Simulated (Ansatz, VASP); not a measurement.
Re in VASP and in Ansatz

Contents of INCAR:

```
SYSTEM = Re
  AGGAC = 1.0
  AGGAX = 1.0
  ALDAC = 0.0
  ALDAX = 1.0
  ALGO = Fast
  EDIFF = 1E-6
  ENCUT = 520
  GGA = B5
  ISIF = 2
  ISMEAR = -1
  LASPH = .TRUE.
  LCHARG = .FALSE.
  LREAL = .FALSE.
  LWAVE = .FALSE.
  NBANDS = 14
  NELM = 100
  PREC = Accurate
  SIGMA = 0.05
```

KPOINTS

```
k-points
0
G
  11 11 6
  0 0 0
```

The input POSCAR:

```
Re
1.0
    2.7608000000      0.0000000000      0.0000000000
   -1.3804000000      2.3909229348      0.0000000000
    0.0000000000      0.0000000000      4.4582000000
Re
2
Direct
    0.6666666667      0.3333333333      0.7500000000
    0.3333333333      0.6666666667      0.2500000000
```

The input input.yaml:

```yaml
crystal:
  lattice:
    - [2.7608, 0.0, 0.0]
    - [-1.3804, 2.3909229348, 0.0]
    - [0.0, 0.0, 4.4582]
  atoms:
    - { symbol: Re, position: [0.6666666667, 0.3333333333, 0.75] }
    - { symbol: Re, position: [0.3333333333, 0.6666666667, 0.25] }
hamiltonian:
  xc: blyp
  pseudopotentials: { kind: paw }
kpoints:
  mp_grid: { grid: [11, 11, 6] }
  band_path:
    path:
      - [[0.0, 0.0, 0.0], [0.5, 0.0, 0.0], [0.3333333333, 0.3333333333, 0.0], [0.0, 0.0, 0.0], [0.0, 0.0, 0.5], [0.5, 0.0, 0.5], [0.3333333333, 0.3333333333, 0.5], [0.0, 0.0, 0.5]]
      - [[0.5, 0.0, 0.5], [0.5, 0.0, 0.0]]
      - [[0.3333333333, 0.3333333333, 0.0], [0.3333333333, 0.3333333333, 0.5]]
    npoints: 14
scf:
  occupations: { method: fermi_dirac, width: 0.05 }
  n_extra_bands: 6
output:
  forces: true
  stress: true
  eigenvalues: true
  fatbands: false
```

Alike in both runs: functional BLYP; k mesh 11 × 11 × 6; occupations fermi-dirac, width 0.05 eV; no spin polarisation.

```csv
,VASP,Ansatz
version,VASP 6.6.1,Ansatz 0.2.0
potentials or method,"VASP PAW PBE potentials, release 64 (Re)",Ansatz PAW
plane-wave cutoff (eV),520,420
valence electrons in the cell,14,30
task,single point,band structure
```

Ansatz gave:

| Quantity | Value |
| --- | --- |
| gap on the k mesh at the Fermi level (eV) | none |
| pressure (GPa) | 19.6 |
| traceless stress, the component that is largest in VASP (GPa) | -0.50 |

Estimate VASP's values.

gap on the k mesh at the Fermi level (eV): none; pressure (GPa): 22.0; traceless stress, the component that is largest in VASP (GPa): -0.55.

VASP's potentials were made for PBE, not for BLYP. A gap of «none» marks a metal or a gap that the smearing closes. VASP's potentials hold 14 valence electrons a cell and Ansatz's 30, so a difference there can come from the potentials and not from the codes.

Spin-orbit coupling is off throughout.
